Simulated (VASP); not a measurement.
# MgO (Fm-3m) in VASP: further runs

The runs below take MgO through single point, with r2SCAN, r2SCAN+D4.

Program: VASP 6.6.1. These are calculated values, not measurements. Logs are shortened: lines on timing, memory, paths and dates and some standing lists are left out, and cuts for length are marked.

## (1) The cell of the first run

It takes space group Fm-3m (No. 225, cubic). The conventional cell has a = 4.204 Å, b = 4.204 Å, c = 4.204 Å, α = 90.00°, β = 90.00°, γ = 90.00°. Within 2.8 Å of Mg (site symmetry m-3m) lie 6 O at 2.10 Å. Within 2.8 Å of O (site symmetry m-3m) lie 6 Mg at 2.10 Å.

## (2) Single point, r2SCAN

File POSCAR:

```
MgO
1.0
    0.0000000000      2.1021674168      2.1021674168
    2.1021674168      0.0000000000      2.1021674168
    2.1021674168      2.1021674168      0.0000000000
Mg O
1 1
Direct
    0.0000000000      0.0000000000      0.0000000000
    0.5000000000      0.5000000000      0.5000000000
```

File INCAR.step1:

```
SYSTEM = MgO
  ALGO = Normal
  EDIFF = 1E-5
  ENCUT = 920
  GGA = PE
  GGA_COMPAT = .FALSE.
  ISMEAR = 0
  LASPH = .TRUE.
  LCHARG = .FALSE.
  LREAL = .FALSE.
  LWAVE = .TRUE.
  NBANDS = 15
  NELM = 120
  PREC = Accurate
  SIGMA = 0.01
```

File INCAR.step2:

```
SYSTEM = MgO
  ALGO = Normal
  EDIFF = 1E-6
  ENCUT = 920
  GGA_COMPAT = .FALSE.
  ISIF = 2
  ISMEAR = 0
  ISTART = 1
  LASPH = .TRUE.
  LCHARG = .FALSE.
  LMIXTAU = .TRUE.
  LREAL = .FALSE.
  LWAVE = .FALSE.
  METAGGA = R2SCAN
  NBANDS = 15
  NELM = 120
  PREC = Accurate
  SIGMA = 0.01
```

File KPOINTS:

```
k-points
0
G
  8 8 8
  0 0 0
```

Potentials or basis: VASP PAW PBE potentials, release 64 (Mg_sv, O).

Run with:

```console
$ cat potpaw_PBE.64/Mg_sv/POTCAR potpaw_PBE.64/O/POTCAR > POTCAR
$ cp INCAR.step1 INCAR
$ mpirun -np 1 vasp_std > vasp.out
$ cp INCAR.step2 INCAR
$ mpirun -np 1 vasp_std > vasp.out
```

OUTCAR:

```text
SYSTEM = MgO
   EDIFF = 1E-6
   ENCUT = 920
   ISIF = 2
   ISMEAR = 0
   ISTART = 1
   LASPH = .TRUE.
   LREAL = .FALSE.
   METAGGA = R2SCAN
   NELM = 120
   PREC = Accurate

 ion  position               nearest neighbor table
   1  0.000  0.000  0.000-   2 2.10   2 2.10   2 2.10   2 2.10   2 2.10   2 2.10
   2  0.500  0.500  0.500-   1 2.10   1 2.10   1 2.10   1 2.10   1 2.10   1 2.10

  LATTYP: Found a face centered cubic cell.
 ALAT       =     4.2043348336

  Lattice vectors:

 A1 = (   0.0000000000,   2.1021674168,   2.1021674168)
 A2 = (   2.1021674168,   0.0000000000,   2.1021674168)
 A3 = (   2.1021674168,   2.1021674168,   0.0000000000)

Analysis of symmetry for initial positions (statically):
=====================================================================
 Subroutine PRICEL returns:
 Original cell was already a primitive cell.

 Routine SETGRP: Setting up the symmetry group for a
 face centered cubic supercell.

 Subroutine GETGRP returns: Found 48 space group operations
 (whereof 48 operations were pure point group operations)
 out of a pool of 48 trial point group operations.

The static configuration has the point symmetry O_h .

Analysis of symmetry for dynamics (positions and initial velocities):
=====================================================================
 Subroutine PRICEL returns:
 Original cell was already a primitive cell.

 Routine SETGRP: Setting up the symmetry group for a
 face centered cubic supercell.

 Subroutine GETGRP returns: Found 48 space group operations
 (whereof 48 operations were pure point group operations)
 out of a pool of 48 trial point group operations.

The dynamic configuration has the point symmetry O_h .

 Subroutine INISYM returns: Found 48 space group operations
 (whereof 48 operations are pure point group operations),
 and found     1 'primitive' translations

----------------------------------------------------------------------------------------

                                     Primitive cell

  volume of cell :      18.5794

  direct lattice vectors                    reciprocal lattice vectors
     0.000000000  2.102167417  2.102167417    -0.237849753  0.237849753  0.237849753
     2.102167417  0.000000000  2.102167417     0.237849753 -0.237849753  0.237849753
     2.102167417  2.102167417  0.000000000     0.237849753  0.237849753 -0.237849753

  length of vectors
     2.972913671  2.972913671  2.972913671     0.411967856  0.411967856  0.411967856

  position of ions in fractional coordinates (direct lattice)
     0.000000000  0.000000000  0.000000000
     0.500000000  0.500000000  0.500000000

  ion indices of the primitive-cell ions
   primitive index   ion index
                 1           1
                 2           2

----------------------------------------------------------------------------------------

 KPOINTS: k-points

Automatic generation of k-mesh.
 Grid dimensions read from file:
 generate k-points for:    8    8    8

 Generating k-lattice:

  Cartesian coordinates                     Fractional coordinates (reciprocal lattice)
    -0.029731219  0.029731219  0.029731219     0.125000000  0.000000000  0.000000000
     0.029731219 -0.029731219  0.029731219     0.000000000  0.125000000  0.000000000
     0.029731219  0.029731219 -0.029731219     0.000000000  0.000000000  0.125000000

  Length of vectors
     0.051495982  0.051495982  0.051495982

  Shift w.r.t. Gamma in fractional coordinates (k-lattice)
     0.000000000  0.000000000  0.000000000

 Subroutine IBZKPT returns following result:
 ===========================================

 Found     29 irreducible k-points:

 Following reciprocal coordinates:
            Coordinates               Weight
  0.000000  0.000000  0.000000      1.000000
  0.125000  0.000000  0.000000      8.000000
  0.250000  0.000000  0.000000      8.000000
  0.375000  0.000000  0.000000      8.000000
  0.500000  0.000000  0.000000      4.000000
  0.125000  0.125000  0.000000      6.000000
[... 16 lines left out ...]
  0.500000  0.250000  0.125000     48.000000
 -0.375000  0.250000  0.125000     24.000000
 [... further k-points ...]
   k-points           NKPTS =     29   k-points in BZ     NKDIM =     29   number of bands    NBANDS=     15
   number of dos      NEDOS =    301   number of ions     NIONS =      2
   total plane-waves  NPLWV =  27000
   dimension x,y,z NGX =    30 NGY =   30 NGZ =   30
   dimension x,y,z NGXF=    60 NGYF=   60 NGZF=   60
   ions per type =               1   1
   NGX,Y,Z   is equivalent  to a cutoff of  16.78, 16.78, 16.78 a.u.
   NGXF,Y,Z  is equivalent  to a cutoff of  33.55, 33.55, 33.55 a.u.
 SYSTEM =  MgO
   PREC   = accura    normal or accurate (medium, high low for compatibility)
   ISTART =      1    job   : 0-new  1-cont  2-samecut
   ICHARG =      0    charge: 1-file 2-atom 10-const
   ISPIN  =      1    spin polarized calculation?
   LNONCOLLINEAR =      F non collinear calculations
   LSORBIT =      F    spin-orbit coupling
   LASPH  =      T    aspherical Exc in radial PAW
   ENCUT  =  920.0 eV  67.62 Ry    8.22 a.u.   7.35  7.35  7.35*2*pi/ulx,y,z
   NELM   =    120;   NELMIN=  2; NELMDL=  0     # of ELM steps
   EDIFF  = 0.1E-05   stopping-criterion for ELM
   LREAL  =      F    real-space projection
   EDIFFG = 0.1E-04   stopping-criterion for IOM
   NSW    =      0    number of steps for IOM
   IBRION =     -1    ionic relax: 0-MD 1-quasi-New 2-CG
   NFREE  =      0    steps in history (QN), initial steepest desc. (CG)
   ISIF   =      2    stress and relaxation
   ISYM   =      2    0-nonsym 1-usesym 2-fastsym
   POTIM  = 0.5000    time-step for ionic-motion
   TEBEG  =    0.0;   TEEND  =   0.0 temperature during run
   PSTRESS=    0.0 pullay stress
   NELECT =      16.0000    total number of electrons
   NUPDOWN=      -1.0000    fix difference up-down
   EMIN   =  10.00;   EMAX   =-10.00  energy-range for DOS
   EFERMI =   0.00;   METHOD = LEGACY
   ISMEAR =     0;   SIGMA  =   0.01  broadening in eV -4-tet -1-fermi 0-gaus
   EFERMI_NEDOS =   21; number of points for ismear=-14 and -15
   IALGO  =     38    algorithm
   IMIX   =      4    mixing-type and parameters
     AMIX     =   0.40;   BMIX     =  1.00
     AMIX_MAG =   1.60;   BMIX_MAG =  1.00
  volume/ion in A,a.u.               =       9.29        62.69
  Fermi-wavevector in a.u.,A,eV,Ry     =   1.557534  2.943312 33.006537  2.425912
  Thomas-Fermi vector in A             =   2.661170
   LORBIT       =      0    0 simple, 1 ext, 2 COOP (PROOUT), +10 PAW based schemes
   METAGGA = R2SCAN    functional components
   LHFCALC =     F    Hartree Fock is set to
   AEXX    =    0.0000 exact exchange contribution
   IVDW    =     0    specifies the selected vdW correction
   LEPSILON=     F    determine dielectric tensor
   LRPA    =     F    only Hartree local field effects (RPA)
 non-spin polarized calculation
 Gauss-broadening in eV      SIGMA  =   0.01
  energy-cutoff  :      920.00
  volume of cell :       18.58
 maximum number of plane-waves:      1243
 NGX is ok and might be reduce to    30
   NGX = 15   NGY = 15   NGZ = 15

 number of electron      15.9999999 magnetization

 Free energy of the ion-electron system (eV)
  ---------------------------------------------------
  ext. energy  EPLUGINS =         0.00000000
  ---------------------------------------------------
  free energy    TOTEN  =       -16.15464474 eV

  energy without entropy =      -16.15464474  energy(sigma->0) =      -16.15464474

 E-fermi :   2.6528     XC(G=0): -12.0718

 val. band max:        2.5442116580   @ k =   0.0000   0.0000   0.0000
 cond. band min:       8.2454079593   @ k =   0.0000   0.0000   0.0000
 fundamental gap:      5.7011963014
 Fermi energy:         2.6527757572

 k-point     1 :       0.0000    0.0000    0.0000
  band No.  band energies     occupation
      1     -72.4067      2.00000
      2     -37.4925      2.00000
      3     -37.4925      2.00000
      4     -37.4925      2.00000
      5     -15.6710      2.00000
      6       2.5442      2.00000
      7       2.5442      2.00000
      8       2.5442      2.00000
      9       8.2454      0.00000
     10      19.4390      0.00000
     11      19.4390      0.00000
     12      19.4390      0.00000
     13      23.5609      0.00000
     14      25.3989      0.00000
     15      25.3989      0.00000

 k-point     2 :       0.1250    0.0000    0.0000
  band No.  band energies     occupation
      1     -72.4053      2.00000
      2     -37.5055      2.00000
      3     -37.4938      2.00000
      4     -37.4938      2.00000
      5     -15.5046      2.00000
      6       1.6197      2.00000
      7       2.4371      2.00000
      8       2.4371      2.00000
      9       9.1432      0.00000
     10      17.7581      0.00000
     11      19.8232      0.00000
     12      19.8232      0.00000
     13      24.4802      0.00000
     14      24.4802      0.00000
     15      25.8517      0.00000

 k-point     3 :       0.2500    0.0000    0.0000
  band No.  band energies     occupation
      1     -72.4022      2.00000
      2     -37.5364      2.00000
      3     -37.4967      2.00000
      4     -37.4967      2.00000
      5     -15.0753      2.00000
      6      -0.0939      2.00000
      7       2.1897      2.00000
      8       2.1897      2.00000
      9      10.6179      0.00000
     10      16.2361      0.00000
     11      20.3928      0.00000
     12      20.3928      0.00000
     13      24.0884      0.00000
     14      24.0884      0.00000
     15      26.2533      0.00000
[... 343 lines left out ...]
 k-point    23 :       0.5000    0.2500    0.1250
  band No.  band energies     occupation
      1     -72.3977      2.00000
      2     -37.5583      2.00000
      3     -37.5198      2.00000
      4     -37.5055      2.00000
      5     -14.4097      2.00000
      6      -1.1623      2.00000
      7       0.8080      2.00000
      8       1.6536      2.00000
      9      13.0862      0.00000
     10      15.3131      0.00000
     11      17.7839      0.00000
     12      21.0687      0.00000
     13      23.5948      0.00000
     14      26.4777      0.00000
     15      30.3350      0.00000

 k-point    24 :      -0.3750    0.2500    0.1250
  band No.  band energies     occupation
      1     -72.3967      2.00000
      2     -37.5653      2.00000
      3     -37.5218      2.00000
      4     -37.5081      2.00000
      5     -14.2472      2.00000
      6      -1.4585      2.00000
      7       0.5996      2.00000
      8       1.5324      2.00000
      9      13.2364      0.00000
     10      15.9580      0.00000
     11      17.3426      0.00000
     12      20.8096      0.00000
     13      24.4325      0.00000
     14      26.1881      0.00000
     15      30.4701      0.00000

 [... further k-points ...]

------------------------ aborting loop because EDIFF is reached ----------------------------------------

  FORCE on cell =-STRESS in cart. coord.  units (eV):
  Direction    XX          YY          ZZ          XY          YZ          ZX
  --------------------------------------------------------------------------------------
  -------------------------------------------------------------------------------------
  Total        0.0577277      0.0577277      0.0577277     -0.0000000     -0.0000000      0.0000000
  in kB        4.9780912      4.9780912      4.9780912     -0.0000000     -0.0000000      0.0000000
  external PRESSURE =       4.9780912 kB  Pullay stress =       0.0000000 kB

 VOLUME and BASIS-vectors are now :
 -----------------------------------------------------------------------------
  energy-cutoff  :      920.00
  volume of cell :       18.58
      direct lattice vectors                 reciprocal lattice vectors
     0.000000000  2.102167417  2.102167417    -0.237849753  0.237849753  0.237849753
     2.102167417  0.000000000  2.102167417     0.237849753 -0.237849753  0.237849753
     2.102167417  2.102167417  0.000000000     0.237849753  0.237849753 -0.237849753

 POSITION                                       TOTAL-FORCE (eV/Angst)
 -----------------------------------------------------------------------------------
      0.00000      0.00000      0.00000        -0.000000     -0.000000     -0.000000
      2.10217      2.10217      2.10217         0.000000      0.000000      0.000000
 -----------------------------------------------------------------------------------
    total drift:                                0.000000      0.000000      0.000000

  FREE ENERGIE OF THE ION-ELECTRON SYSTEM (eV)
  ---------------------------------------------------
  free  energy   TOTEN  =       -16.1546447430 eV

  energy  without entropy=      -16.1546447430  energy(sigma->0) =      -16.15464474
```

Run time: 42 s. Hardware: 1 thread of Intel Xeon 6975P-C (Granite Rapids), shared host; peak memory 0.17 GiB.

What came out:

| Item | Value |
| --- | --- |
| Free energy | -16.1546 eV |
| Pressure | 0.5 GPa |
| Band gap on the k mesh | 5.70 eV |

Levels at points of the mesh, in eV from the valence-band top:
```tsv
k point	band 5	band 6	band 7	band 8	band 9	band 10	band 11	band 12
(0.00, 0.00, 0.00)	-18.22	0.00	0.00	0.00	5.70	16.89	16.89	16.89
(0.50, 0.00, 0.00)	-16.92	-4.62	-0.68	-0.68	8.87	13.91	17.57	17.57
(0.50, 0.50, 0.00)	-16.71	-4.09	-1.37	-1.37	10.05	11.22	14.38	20.55
```

Caveat: the PAW data sets were made with another functional, which shifts forces and pressure a little.

## (3) Single point, r2SCAN+D4

POSCAR is that of step 2.

File INCAR.step1:

```
PREC = Accurate
ENCUT = 920
ISMEAR = 0
SIGMA = 0.01
LREAL = F
LASPH = T
NELM = 120
NBANDS = 15
GGA = PE
ALGO = Normal
EDIFF = 1E-5
LWAVE = T
LCHARG = F
GGA_COMPAT = F
```

File INCAR.step2:

```
PREC = Accurate
ENCUT = 920
EDIFF = 1E-6
ISMEAR = 0
SIGMA = 0.01
LREAL = F
LASPH = T
NELM = 120
ALGO = Normal
ISIF = 2
LWAVE = F
LCHARG = F
METAGGA = R2SCAN
LMIXTAU = T
IVDW = 13
VDW_S6 = 1.0
VDW_S8 = 0.6018749
VDW_A1 = 0.51559235
VDW_A2 = 5.77342911
NBANDS = 15
ISTART = 1
GGA_COMPAT = F
```

File KPOINTS:

```
regular mesh
0
Gamma
  8 8 8
```

Potentials or basis: VASP PAW PBE potentials, release 64 (Mg_sv, O).

Run with:

```console
$ cat potpaw_PBE.64/Mg_sv/POTCAR potpaw_PBE.64/O/POTCAR > POTCAR
$ cp INCAR.step1 INCAR
$ mpirun -np 1 vasp_std > vasp.out
$ cp INCAR.step2 INCAR
$ mpirun -np 1 vasp_std > vasp.out
```

Run time: 76 s. Hardware: 1 thread of Intel Xeon Platinum 8259CL at 2.50GHz (Skylake/Cascade Lake), shared host; peak memory 0.18 GiB.

It converged, with:

```
Free energy                : -16.2877 eV
Pressure                   : -0.7 GPa
Band gap on the k mesh     : 5.70 eV
Dispersion energy per atom : -0.067 eV
```

Levels at points of the mesh, in eV from the valence-band top:
```tsv
k point	band 4	band 5	band 6	band 7	band 8	band 9	band 10	band 11	band 12	band 13
(0.00, 0.00, 0.00)	-40.04	-18.22	0.00	0.00	0.00	5.70	16.89	16.89	16.89	21.02
(0.50, 0.00, 0.00)	-40.05	-16.92	-4.62	-0.68	-0.68	8.87	13.91	17.57	17.57	22.59
(0.50, 0.50, 0.00)	-40.07	-16.71	-4.09	-1.37	-1.37	10.05	11.22	14.38	20.55	20.55
```

Caveat: the PAW data sets were made with another functional, which shifts forces and pressure a little.

(Continued in part 2 of 2.)
